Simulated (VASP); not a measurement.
# Nb2Sn2S (P4/mmm) in VASP: single point with PBE

Aim: the single point of Nb2Sn2S with PBE.

All numbers are computed with VASP 6.6.1; they aren't measurements. Logs are shortened: lines on timing, memory, paths and dates and some standing lists are left out, and cuts for length are marked.

## Step 1: The cell of the first run

It takes space group P4/mmm (No. 123, tetragonal). Conventional cell: a = 3.703 Å, b = 3.703 Å, c = 8.136 Å, α = 90.00°, β = 90.00°, γ = 90.00°. Nb (site symmetry mmm) has 4 Nb at 2.62 Å and 4 Sn at 3.07 Å within 3.5 Å. Within 4.0 Å of Sn (site symmetry 4mm) lie 4 Nb at 3.07 Å and 4 S at 3.08 Å and 5 Sn at 3.23 to 3.70 Å. Within 4.1 Å of S (site symmetry 4/mmm) lie 8 Sn at 3.08 Å and 4 S at 3.70 Å.

## Step 2: Single point, PBE

The input, INCAR:

```
PREC     = Accurate       # precision mode
ENCUT    = 520            # plane-wave cutoff, eV
EDIFF    = 1E-7           # SCF threshold, eV
ISMEAR   = 0              # smearing method
SIGMA    = 0.1            # smearing width, eV
LREAL    = False          # projectors in reciprocal space
LASPH    = True           # aspherical terms in the spheres
NELM     = 80             # most SCF steps
ALGO     = Normal         # electronic algorithm
ISIF     = 2              # what is computed and relaxed
LWAVE    = False          # write WAVECAR
LCHARG   = False          # write CHGCAR
GGA      = PE             # functional
NBANDS   = 38             # bands
```

The input, KPOINTS:

```
Automatic mesh
0
Gamma
  10 10 6
```

The input, POSCAR:

```
Nb2Sn2S
1.0
    3.7025447463      0.0000000000      0.0000000000
    0.0000000000      3.7025447463      0.0000000000
    0.0000000000      0.0000000000      8.1356135080
Nb Sn S
2 2 1
Direct
    0.0000000000      0.5000000000      0.5000000000
    0.5000000000      0.0000000000      0.5000000000
    0.5000000000      0.5000000000      0.1987429273
    0.5000000000      0.5000000000      0.8012570727
    0.0000000000      0.0000000000      0.0000000000
```

Potentials or basis: VASP PAW PBE potentials, release 64 (Nb_sv, Sn_d, S).

Command:

```console
$ cat potpaw_PBE.64/Nb_sv/POTCAR potpaw_PBE.64/Sn_d/POTCAR potpaw_PBE.64/S/POTCAR > POTCAR
$ mpirun -np 1 vasp_std > vasp.out
```

OUTCAR:

```text
PREC = Accurate
   ENCUT = 520
   EDIFF = 1E-7
   ISMEAR = 0
   LREAL = False
   LASPH = True
   NELM = 80
   ISIF = 2
   GGA = PE

 ion  position               nearest neighbor table
   1  0.000  0.500  0.500-   2 2.62   2 2.62   2 2.62   2 2.62   4 3.07   3 3.07   4 3.07   3 3.07

   2  0.500  0.000  0.500-   1 2.62   1 2.62   1 2.62   1 2.62   3 3.07   4 3.07   4 3.07   3 3.07

   3  0.500  0.500  0.199-   1 3.07   2 3.07   2 3.07   1 3.07   5 3.08   5 3.08   5 3.08   5 3.08
                             4 3.23
   4  0.500  0.500  0.801-   1 3.07   2 3.07   2 3.07   1 3.07   5 3.08   5 3.08   5 3.08   5 3.08
                             3 3.23
   5  0.000  0.000  0.000-   3 3.08   4 3.08   3 3.08   4 3.08   3 3.08   4 3.08   3 3.08   4 3.08

  LATTYP: Found a simple tetragonal cell.
 ALAT       =     3.7025447463
 C/A-ratio  =     2.1973032240

  Lattice vectors:

 A1 = (   3.7025447463,   0.0000000000,   0.0000000000)
 A2 = (   0.0000000000,   3.7025447463,   0.0000000000)
 A3 = (   0.0000000000,   0.0000000000,   8.1356135080)

Analysis of symmetry for initial positions (statically):
=====================================================================
 Subroutine PRICEL returns:
 Original cell was already a primitive cell.

 Routine SETGRP: Setting up the symmetry group for a
 simple tetragonal supercell.

 Subroutine GETGRP returns: Found 16 space group operations
 (whereof 16 operations were pure point group operations)
 out of a pool of 16 trial point group operations.

The static configuration has the point symmetry D_4h.

Analysis of symmetry for dynamics (positions and initial velocities):
=====================================================================
 Subroutine PRICEL returns:
 Original cell was already a primitive cell.

 Routine SETGRP: Setting up the symmetry group for a
 simple tetragonal supercell.

 Subroutine GETGRP returns: Found 16 space group operations
 (whereof 16 operations were pure point group operations)
 out of a pool of 16 trial point group operations.

The dynamic configuration has the point symmetry D_4h.

 Subroutine INISYM returns: Found 16 space group operations
 (whereof 16 operations are pure point group operations),
 and found     1 'primitive' translations

----------------------------------------------------------------------------------------

                                     Primitive cell

  volume of cell :     111.5298

  direct lattice vectors                    reciprocal lattice vectors
     3.702544746  0.000000000  0.000000000     0.270084514  0.000000000  0.000000000
     0.000000000  3.702544746  0.000000000     0.000000000  0.270084514  0.000000000
     0.000000000  0.000000000  8.135613508     0.000000000  0.000000000  0.122916360

  length of vectors
     3.702544746  3.702544746  8.135613508     0.270084514  0.270084514  0.122916360

  position of ions in fractional coordinates (direct lattice)
     0.000000000  0.500000000  0.500000000
     0.500000000  0.000000000  0.500000000
     0.500000000  0.500000000  0.198742927
     0.500000000  0.500000000  0.801257073
     0.000000000  0.000000000  0.000000000

  ion indices of the primitive-cell ions
   primitive index   ion index
                 1           1
                 2           2
                 3           3
                 4           4
                 5           5

----------------------------------------------------------------------------------------

 KPOINTS: Automatic mesh

Automatic generation of k-mesh.
 Grid dimensions read from file:
 generate k-points for:   10   10    6

 Generating k-lattice:

  Cartesian coordinates                     Fractional coordinates (reciprocal lattice)
     0.027008451  0.000000000  0.000000000     0.100000000  0.000000000  0.000000000
     0.000000000  0.027008451  0.000000000     0.000000000  0.100000000  0.000000000
     0.000000000  0.000000000  0.020486060     0.000000000  0.000000000  0.166666667

  Length of vectors
     0.027008451  0.027008451  0.020486060

  Shift w.r.t. Gamma in fractional coordinates (k-lattice)
     0.000000000  0.000000000  0.000000000

 Subroutine IBZKPT returns following result:
 ===========================================

 Found     84 irreducible k-points:

 Following reciprocal coordinates:
            Coordinates               Weight
  0.000000  0.000000  0.000000      1.000000
  0.100000  0.000000  0.000000      4.000000
  0.200000  0.000000  0.000000      4.000000
  0.300000  0.000000  0.000000      4.000000
  0.400000  0.000000  0.000000      4.000000
  0.500000  0.000000  0.000000      2.000000
[... 16 lines left out ...]
  0.100000  0.000000  0.166667      8.000000
  0.200000  0.000000  0.166667      8.000000
 [... further k-points ...]
   k-points           NKPTS =     84   k-points in BZ     NKDIM =     84   number of bands    NBANDS=     38
   number of dos      NEDOS =    301   number of ions     NIONS =      5
   total plane-waves  NPLWV =  50176
   dimension x,y,z NGX =    28 NGY =   28 NGZ =   64
   dimension x,y,z NGXF=    56 NGYF=   56 NGZF=  128
   ions per type =               2   2   1
   NGX,Y,Z   is equivalent  to a cutoff of  12.57, 12.57, 13.08 a.u.
   NGXF,Y,Z  is equivalent  to a cutoff of  25.14, 25.14, 26.16 a.u.
 SYSTEM =  unknown system
   PREC   = accura    normal or accurate (medium, high low for compatibility)
   ISTART =      0    job   : 0-new  1-cont  2-samecut
   ICHARG =      2    charge: 1-file 2-atom 10-const
   ISPIN  =      1    spin polarized calculation?
   LNONCOLLINEAR =      F non collinear calculations
   LSORBIT =      F    spin-orbit coupling
   LASPH  =      T    aspherical Exc in radial PAW
   ENCUT  =  520.0 eV  38.22 Ry    6.18 a.u.   6.88  6.88 15.13*2*pi/ulx,y,z
   NELM   =     80;   NELMIN=  2; NELMDL= -5     # of ELM steps
   EDIFF  = 0.1E-06   stopping-criterion for ELM
   LREAL  =      F    real-space projection
   EDIFFG = 0.1E-05   stopping-criterion for IOM
   NSW    =      0    number of steps for IOM
   IBRION =     -1    ionic relax: 0-MD 1-quasi-New 2-CG
   NFREE  =      0    steps in history (QN), initial steepest desc. (CG)
   ISIF   =      2    stress and relaxation
   ISYM   =      2    0-nonsym 1-usesym 2-fastsym
   POTIM  = 0.5000    time-step for ionic-motion
   TEBEG  =    0.0;   TEEND  =   0.0 temperature during run
   PSTRESS=    0.0 pullay stress
   NELECT =      60.0000    total number of electrons
   NUPDOWN=      -1.0000    fix difference up-down
   EMIN   =  10.00;   EMAX   =-10.00  energy-range for DOS
   EFERMI =   0.00;   METHOD = LEGACY
   ISMEAR =     0;   SIGMA  =   0.10  broadening in eV -4-tet -1-fermi 0-gaus
   EFERMI_NEDOS =   21; number of points for ismear=-14 and -15
   IALGO  =     38    algorithm
   IMIX   =      4    mixing-type and parameters
     AMIX     =   0.40;   BMIX     =  1.00
     AMIX_MAG =   1.60;   BMIX_MAG =  1.00
  volume/ion in A,a.u.               =      22.31       150.53
  Fermi-wavevector in a.u.,A,eV,Ry     =   1.331460  2.516095 24.120230  1.772787
  Thomas-Fermi vector in A             =   2.460470
   LORBIT       =      0    0 simple, 1 ext, 2 COOP (PROOUT), +10 PAW based schemes
   GGA     = PE    functional components
   LHFCALC =     F    Hartree Fock is set to
   AEXX    =    0.0000 exact exchange contribution
   IVDW    =     0    specifies the selected vdW correction
   LEPSILON=     F    determine dielectric tensor
   LRPA    =     F    only Hartree local field effects (RPA)
 non-spin polarized calculation
 Gauss-broadening in eV      SIGMA  =   0.10
  energy-cutoff  :      520.00
  volume of cell :      111.53
 maximum number of plane-waves:      3032
 NGX is ok and might be reduce to    28
   NGX = 13   NGY = 13   NGZ = 31

 number of electron      60.0000011 magnetization

 Free energy of the ion-electron system (eV)
  ---------------------------------------------------
  ext. energy  EPLUGINS =         0.00000000
  ---------------------------------------------------
  free energy    TOTEN  =       -30.01005102 eV

  energy without entropy =      -29.99244967  energy(sigma->0) =      -30.00125034

 E-fermi :   8.3640     XC(G=0): -10.8813

 val. band max:        8.3618264021   @ k =   0.5000   0.4000   0.1667
 cond. band min:       8.3666246780   @ k =   0.5000   0.5000   0.1667
 fundamental gap:      0.0047982760
 Fermi energy:         8.3639803768

 k-point     1 :       0.0000    0.0000    0.0000
  band No.  band energies     occupation
      1     -46.3527      2.00000
      2     -45.8117      2.00000
      3     -23.0289      2.00000
      4     -23.0289      2.00000
      5     -22.4539      2.00000
      6     -21.9617      2.00000
[... 30 lines left out ...]
     37      12.8617      0.00000
     38      12.8618      0.00000

 k-point     2 :       0.1000    0.0000    0.0000
  band No.  band energies     occupation
      1     -46.3397      2.00000
      2     -45.8251      2.00000
      3     -22.9980      2.00000
      4     -22.9931      2.00000
      5     -22.4416      2.00000
      6     -21.9734      2.00000
[... 30 lines left out ...]
     37      12.9485      0.00000
     38      12.9573      0.00000

 k-point     3 :       0.2000    0.0000    0.0000
  band No.  band energies     occupation
      1     -46.3016      2.00000
      2     -45.8639      2.00000
      3     -22.9063      2.00000
      4     -22.8884      2.00000
      5     -22.4059      2.00000
      6     -22.0075      2.00000
[... 30 lines left out ...]
     37      13.1760      0.00000
[... 781 lines left out ...]
 k-point    23 :       0.1000    0.0000    0.1667
  band No.  band energies     occupation
      1     -46.3397      2.00000
      2     -45.8251      2.00000
      3     -22.9980      2.00000
      4     -22.9931      2.00000
      5     -22.4416      2.00000
      6     -21.9734      2.00000
[... 30 lines left out ...]
     37      12.7530      0.00000
     38      13.3210      0.00000

 k-point    24 :       0.2000    0.0000    0.1667
  band No.  band energies     occupation
      1     -46.3016      2.00000
      2     -45.8639      2.00000
      3     -22.9063      2.00000
      4     -22.8884      2.00000
      5     -22.4059      2.00000
      6     -22.0075      2.00000
[... 30 lines left out ...]
     37      12.8085      0.00000
     38      13.2263      0.00000

 [... further k-points ...]

------------------------ aborting loop because EDIFF is reached ----------------------------------------

  FORCE on cell =-STRESS in cart. coord.  units (eV):
  Direction    XX          YY          ZZ          XY          YZ          ZX
  --------------------------------------------------------------------------------------
  -------------------------------------------------------------------------------------
  Total       -0.0858618     -0.0858618     -0.0534994      0.0000000      0.0000000      0.0000000
  in kB       -1.2334447     -1.2334447     -0.7685435      0.0000000      0.0000000      0.0000000
  external PRESSURE =      -1.0784776 kB  Pullay stress =       0.0000000 kB

 VOLUME and BASIS-vectors are now :
 -----------------------------------------------------------------------------
  energy-cutoff  :      520.00
  volume of cell :      111.53
      direct lattice vectors                 reciprocal lattice vectors
     3.702544746  0.000000000  0.000000000     0.270084514  0.000000000  0.000000000
     0.000000000  3.702544746  0.000000000     0.000000000  0.270084514  0.000000000
     0.000000000  0.000000000  8.135613508     0.000000000  0.000000000  0.122916360

 POSITION                                       TOTAL-FORCE (eV/Angst)
 -----------------------------------------------------------------------------------
      0.00000      1.85127      4.06781        -0.000000     -0.000000     -0.000000
      1.85127      0.00000      4.06781        -0.000000     -0.000000     -0.000000
      1.85127      1.85127      1.61690        -0.000000      0.000000      0.007261
      1.85127      1.85127      6.51872         0.000000     -0.000000     -0.007261
      0.00000      0.00000      0.00000        -0.000000     -0.000000     -0.000000
 -----------------------------------------------------------------------------------
    total drift:                                0.000000      0.000000      0.000000

  FREE ENERGIE OF THE ION-ELECTRON SYSTEM (eV)
  ---------------------------------------------------
  free  energy   TOTEN  =       -30.0100510191 eV

  energy  without entropy=      -29.9924496684  energy(sigma->0) =      -30.00125034
```

Wall time 5 min (1 thread of Intel Xeon Platinum 8259CL at 2.50GHz (Skylake/Cascade Lake), shared host); peak memory 0.43 GiB.

Results:

- Free energy: -30.0101 eV
- Pressure: -0.1 GPa
- Largest force: 0.007 eV/Å
- Band gap on the k mesh: zero (band 30 reaches 8.90 eV, above the bottom of band 31 at 7.57 eV)

Forces in eV/Å, atoms in the order of the input:
```
Nb   0.000  0.000  0.000
Nb   0.000  0.000  0.000
Sn   0.000  0.000  0.007
Sn   0.000  0.000 -0.007
S    0.000  0.000  0.000
```

Levels at points of the mesh, in eV from the Fermi level:
```csv
k point,band 26,band 27,band 28,band 29,band 30,band 31,band 32,band 33,band 34,band 35
"(0.00, 0.00, 0.00)",-2.25,-1.76,-1.61,-1.40,-1.40,1.85,2.74,3.43,3.43,3.89
"(0.50, 0.00, 0.00)",-0.88,-0.73,-0.61,-0.53,0.14,0.50,0.69,1.02,1.39,2.11
"(0.50, 0.50, 0.00)",-2.03,-1.70,-1.26,-1.07,-1.07,-0.79,-0.56,-0.56,1.88,2.17
"(0.00, 0.00, 0.50)",-2.42,-1.78,-1.37,-1.06,-1.06,1.72,1.91,2.78,2.78,3.46
"(0.50, 0.00, 0.50)",-1.44,-1.20,-0.23,0.04,0.53,0.69,0.93,1.00,1.03,1.14
"(0.50, 0.50, 0.50)",-2.54,-2.46,-2.37,-1.59,-1.59,1.28,1.28,1.77,2.17,2.17
```

Caveat: spin-orbit coupling is left out, which moves the levels of the heavy elements.
